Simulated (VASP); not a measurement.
# I (Fmmm) in VASP: notebook, part 3 of 3

VASP 6.6.1. Earlier steps stand in the parts before.

## Step 4: Single point, RPBE

This run uses another cell than the first one, of 60.18 Å³/atom.

INCAR

```
ALGO = Normal
EDIFF = 1E-7
ENCUT = 520
GGA = RP
ISIF = 2
ISMEAR = -1
LASPH = T
LCHARG = T
LELF = T
LREAL = F
LVHAR = T
LWAVE = F
NBANDS = 10
NELM = 100
PREC = Accurate
SIGMA = 0.05
```

KPOINTS

```
k-points
0
Gamma
  9 9 9
```

POSCAR

```
I
1.0
    0.0000000000      2.3199545401      5.5893920736
    2.3206138870      0.0000000000      5.5893920736
    2.3206138870      2.3199545401      0.0000000000
I
1
Direct
    0.0000000000      0.0000000000      0.0000000000
```

Potentials or basis: VASP PAW PBE potentials, release 64 (I).

Command:

```bash
$ cat potpaw_PBE.64/I/POTCAR > POTCAR
$ mpirun -np 1 vasp_std > vasp.out
```

OUTCAR:

```text
EDIFF = 1E-7
   ENCUT = 520
   GGA = RP
   ISIF = 2
   ISMEAR = -1
   LASPH = T
   LREAL = F
   NELM = 100
   PREC = Accurate

 ion  position               nearest neighbor table
   1  0.000  0.000  0.000-

  LATTYP: Found a face centered orthorhombic cell.
 ALAT       =     4.6399090802
 B/A-ratio  =     1.0002842068
 C/A-ratio  =     2.4092679305

  Lattice vectors:

 A1 = (   2.3206138870,   0.0000000000,  -5.5893920736)
 A2 = (   0.0000000000,   2.3199545401,  -5.5893920736)
 A3 = (   2.3206138870,   2.3199545401,   0.0000000000)

Analysis of symmetry for initial positions (statically):
=====================================================================
 Subroutine PRICEL returns:
 Original cell was already a primitive cell.

 Routine SETGRP: Setting up the symmetry group for a
 face centered orthorhombic supercell.

 Subroutine GETGRP returns: Found  8 space group operations
 (whereof  8 operations were pure point group operations)
 out of a pool of  8 trial point group operations.

The static configuration has the point symmetry D_2h.

Analysis of symmetry for dynamics (positions and initial velocities):
=====================================================================
 Subroutine PRICEL returns:
 Original cell was already a primitive cell.

 Routine SETGRP: Setting up the symmetry group for a
 face centered orthorhombic supercell.

 Subroutine GETGRP returns: Found  8 space group operations
 (whereof  8 operations were pure point group operations)
 out of a pool of  8 trial point group operations.

The dynamic configuration has the point symmetry D_2h.

 Subroutine INISYM returns: Found  8 space group operations
 (whereof  8 operations are pure point group operations),
 and found     1 'primitive' translations

----------------------------------------------------------------------------------------

                                     Primitive cell

  volume of cell :      60.1834

  direct lattice vectors                    reciprocal lattice vectors
     0.000000000  2.319954540  5.589392074    -0.215460229  0.215521464  0.089455167
     2.320613887  0.000000000  5.589392074     0.215460229 -0.215521464  0.089455167
     2.320613887  2.319954540  0.000000000     0.215460229  0.215521464 -0.089455167

  length of vectors
     6.051734695  6.051987489  3.281377436     0.317607996  0.317607996  0.317607996

  position of ions in fractional coordinates (direct lattice)
     0.000000000  0.000000000  0.000000000

  ion indices of the primitive-cell ions
   primitive index   ion index
                 1           1

----------------------------------------------------------------------------------------

 KPOINTS: k-points

Automatic generation of k-mesh.
 Grid dimensions read from file:
 generate k-points for:    9    9    9

 Generating k-lattice:

  Cartesian coordinates                     Fractional coordinates (reciprocal lattice)
    -0.023940025  0.023946829  0.009939463     0.111111111 -0.000000000 -0.000000000
     0.023940025 -0.023946829  0.009939463     0.000000000  0.111111111  0.000000000
     0.023940025  0.023946829 -0.009939463    -0.000000000  0.000000000  0.111111111

  Length of vectors
     0.035289777  0.035289777  0.035289777

  Shift w.r.t. Gamma in fractional coordinates (k-lattice)
     0.000000000  0.000000000  0.000000000

 Subroutine IBZKPT returns following result:
 ===========================================

 Found    125 irreducible k-points:

 Following reciprocal coordinates:
            Coordinates               Weight
  0.000000  0.000000  0.000000      1.000000
  0.111111  0.000000  0.000000      8.000000
  0.222222 -0.000000 -0.000000      8.000000
  0.333333 -0.000000 -0.000000      8.000000
  0.444444 -0.000000 -0.000000      8.000000
  0.111111  0.111111  0.000000      2.000000
[... 16 lines left out ...]
 -0.333333  0.333333  0.000000      4.000000
  0.444444  0.444444  0.000000      2.000000
 [... further k-points ...]
   k-points           NKPTS =    125   k-points in BZ     NKDIM =    125   number of bands    NBANDS=     10
   number of dos      NEDOS =    301   number of ions     NIONS =      1
   total plane-waves  NPLWV =  55296
   dimension x,y,z NGX =    48 NGY =   48 NGZ =   24
   dimension x,y,z NGXF=    96 NGYF=   96 NGZF=   48
   ions per type =               1
   NGX,Y,Z   is equivalent  to a cutoff of  13.19, 13.19, 12.16 a.u.
   NGXF,Y,Z  is equivalent  to a cutoff of  26.37, 26.37, 24.32 a.u.
 SYSTEM =  unknown system
   PREC   = accura    normal or accurate (medium, high low for compatibility)
   ISTART =      0    job   : 0-new  1-cont  2-samecut
   ICHARG =      2    charge: 1-file 2-atom 10-const
   ISPIN  =      1    spin polarized calculation?
   LNONCOLLINEAR =      F non collinear calculations
   LSORBIT =      F    spin-orbit coupling
   LASPH  =      T    aspherical Exc in radial PAW
   ENCUT  =  520.0 eV  38.22 Ry    6.18 a.u.  11.25 11.25  6.10*2*pi/ulx,y,z
   NELM   =    100;   NELMIN=  2; NELMDL= -5     # of ELM steps
   EDIFF  = 0.1E-06   stopping-criterion for ELM
   LREAL  =      F    real-space projection
   EDIFFG = 0.1E-05   stopping-criterion for IOM
   NSW    =      0    number of steps for IOM
   IBRION =     -1    ionic relax: 0-MD 1-quasi-New 2-CG
   NFREE  =      0    steps in history (QN), initial steepest desc. (CG)
   ISIF   =      2    stress and relaxation
   ISYM   =      2    0-nonsym 1-usesym 2-fastsym
   POTIM  = 0.5000    time-step for ionic-motion
   TEBEG  =    0.0;   TEEND  =   0.0 temperature during run
   PSTRESS=    0.0 pullay stress
   NELECT =       7.0000    total number of electrons
   NUPDOWN=      -1.0000    fix difference up-down
   EMIN   =  10.00;   EMAX   =-10.00  energy-range for DOS
   EFERMI =   0.00;   METHOD = LEGACY
   ISMEAR =    -1;   SIGMA  =   0.05  broadening in eV -4-tet -1-fermi 0-gaus
   EFERMI_NEDOS =   21; number of points for ismear=-14 and -15
   IALGO  =     38    algorithm
   IMIX   =      4    mixing-type and parameters
     AMIX     =   0.40;   BMIX     =  1.00
     AMIX_MAG =   1.60;   BMIX_MAG =  1.00
  volume/ion in A,a.u.               =      60.18       406.14
  Fermi-wavevector in a.u.,A,eV,Ry     =   0.799126  1.510129  8.688710  0.638602
  Thomas-Fermi vector in A             =   1.906169
   LORBIT       =      0    0 simple, 1 ext, 2 COOP (PROOUT), +10 PAW based schemes
   GGA     = RP    functional components
   LHFCALC =     F    Hartree Fock is set to
   AEXX    =    0.0000 exact exchange contribution
   IVDW    =     0    specifies the selected vdW correction
   LEPSILON=     F    determine dielectric tensor
   LRPA    =     F    only Hartree local field effects (RPA)
 non-spin polarized calculation
  energy-cutoff  :      520.00
  volume of cell :       60.18
 maximum number of plane-waves:      1638
 NGX is ok and might be reduce to    48
   NGX = 23   NGY = 23   NGZ = 13

 number of electron       6.9999999 magnetization

 Free energy of the ion-electron system (eV)
  ---------------------------------------------------
  ext. energy  EPLUGINS =         0.00000000
  ---------------------------------------------------
  free energy    TOTEN  =        -1.16848024 eV

  energy without entropy =       -1.16233386  energy(sigma->0) =       -1.16540705

 E-fermi :   0.5439     XC(G=0):  -6.2113

 val. band max:        0.3576388389   @ k =   0.2222   0.3333   0.1111
 cond. band min:       0.6077910601   @ k =  -0.3333   0.4444   0.1111
 fundamental gap:      0.2501522212
 Fermi energy:         0.5438782750

 k-point     1 :       0.0000    0.0000    0.0000
  band No.  band energies     occupation
      1     -12.8922      2.00000
      2      -2.1642      2.00000
      3       1.2476      0.00000
      4       1.2487      0.00000
      5       4.5534      0.00000
      6       7.8000      0.00000
      7       8.2957      0.00000
      8      12.3257      0.00000
      9      13.5677      0.00000
     10      13.5687      0.00000

 k-point     2 :       0.1111    0.0000    0.0000
  band No.  band energies     occupation
      1     -12.7820      2.00000
      2      -2.0634      2.00000
      3       0.2537      1.99398
      4       1.3379      0.00000
      5       4.7805      0.00000
      6       8.1321      0.00000
      7       9.3737      0.00000
      8      10.8310      0.00000
      9      13.3933      0.00000
     10      13.7072      0.00000
[... 274 lines left out ...]
 k-point    24 :       0.4444    0.4444    0.0000
  band No.  band energies     occupation
      1     -12.8845      2.00000
      2      -2.4138      2.00000
      3       1.2409      0.00000
      4       1.2420      0.00000
      5       6.7909      0.00000
      6       7.7666      0.00000
      7       8.1466      0.00000
      8       8.7538      0.00000
      9      14.0599      0.00000
     10      14.0609      0.00000

 [... further k-points ...]
[... 5 lines left out ...]
  --------------------------------------------------------------------------------------
  -------------------------------------------------------------------------------------
  Total       -0.0190723     -0.0187233      0.0055026      0.0000000      0.0000000      0.0000000
  in kB       -0.5077341     -0.4984439      0.1464891      0.0000000      0.0000000      0.0000000
  external PRESSURE =      -0.2865629 kB  Pullay stress =       0.0000000 kB

 VOLUME and BASIS-vectors are now :
 -----------------------------------------------------------------------------
  energy-cutoff  :      520.00
  volume of cell :       60.18
      direct lattice vectors                 reciprocal lattice vectors
     0.000000000  2.319954540  5.589392074    -0.215460229  0.215521464  0.089455167
     2.320613887  0.000000000  5.589392074     0.215460229 -0.215521464  0.089455167
     2.320613887  2.319954540  0.000000000     0.215460229  0.215521464 -0.089455167

 POSITION                                       TOTAL-FORCE (eV/Angst)
 -----------------------------------------------------------------------------------
      0.00000      0.00000      0.00000         0.000000      0.000000      0.000000
 -----------------------------------------------------------------------------------
    total drift:                                0.000000      0.000000     -0.000000

  FREE ENERGIE OF THE ION-ELECTRON SYSTEM (eV)
  ---------------------------------------------------
  free  energy   TOTEN  =        -1.1684802368 eV

  energy  without entropy=       -1.1623338599  energy(sigma->0) =       -1.16540705
```

OSZICAR:

```text
N       E                     dE             d eps       ncg     rms          rms(c)
DAV:   1     0.246844820426E+02    0.24684E+02   -0.22316E+03  2500   0.472E+02
DAV:   2     0.220775198481E+00   -0.24464E+02   -0.23621E+02  3270   0.804E+01
DAV:   3    -0.117747761349E+01   -0.13983E+01   -0.13860E+01  3044   0.201E+01
DAV:   4    -0.119650510232E+01   -0.19027E-01   -0.19023E-01  3198   0.295E+00
DAV:   5    -0.119687229910E+01   -0.36720E-03   -0.36719E-03  3212   0.388E-01    0.400E+00
DAV:   6    -0.117652361286E+01    0.20349E-01   -0.17740E-02  2814   0.625E-01    0.248E+00
DAV:   7    -0.116887383834E+01    0.76498E-02   -0.38734E-02  2756   0.941E-01    0.138E-01
DAV:   8    -0.116848730546E+01    0.38653E-03   -0.17798E-03  2668   0.248E-01    0.183E-02
DAV:   9    -0.116848089235E+01    0.64131E-05   -0.36893E-05  3162   0.413E-02    0.112E-02
DAV:  10    -0.116847948000E+01    0.14123E-05   -0.36859E-05  2670   0.330E-02    0.602E-03
DAV:  11    -0.116847974724E+01   -0.26724E-06   -0.55532E-07  3262   0.519E-03    0.545E-03
DAV:  12    -0.116848026198E+01   -0.51475E-06   -0.16294E-06  2638   0.728E-03    0.993E-03
DAV:  13    -0.116848023682E+01    0.25166E-07   -0.55965E-08  2962   0.138E-03
   1 F= -.11684802E+01 E0= -.11654070E+01  d E =-.614638E-02
```

It took 51 s on 1 thread of AMD EPYC 9R45 (Zen 5), shared host; peak memory 0.22 GiB.

What came out:

- Free energy: -1.1685 eV
- Pressure: 0.0 GPa
- Band gap on the k mesh: zero (an odd number of electrons rules out a gap without spin polarisation)

Caveat: the PAW data sets were made with another functional, which shifts forces and pressure a little; spin-orbit coupling is left out, which moves the levels of the heavy elements; an odd number of electrons without spin polarisation forces a metal; a magnetic or distorted state may lie lower.

## Step 5: Summary

| level | potentials or basis | cell | gap on the mesh (eV) | pressure (GPa) |
| --- | --- | --- | --- | --- |
| BLYP+D4 | VASP PAW PBE potentials, release 64 (I) | a = 4.303, b = 4.302, c = 3.250 Å, angles 67.8, 67.8, 44.4°, 1 atom | none | 0.1 |
| LDA | VASP PAW LDA potentials, release 64 (I) | a = 4.204, b = 4.168, c = 3.149 Å, angles 68.5, 67.3, 44.2°, 1 atom | none | 0.0 |
| RPBE | VASP PAW PBE potentials, release 64 (I) | a = 6.052, b = 6.052, c = 3.281 Å, angles 74.3, 74.3, 31.5°, 1 atom | none | 0.0 |

Alike in all rows: task single point; no spin polarisation; k mesh 9 × 9 × 9; cutoff (eV) 520; smearing fermi-dirac 0.05 eV.

Caveats: spin-orbit coupling is left out, which moves the levels of the heavy elements; an odd number of electrons without spin polarisation forces a metal; a magnetic or distorted state may lie lower; the PAW data sets were made with another functional, which shifts forces and pressure a little (at least some runs).

Total energies depend on the potentials used, so only differences within one code and one set of settings carry meaning.

The gap in the log of VASP goes by the Fermi energy; the results here count the filled bands.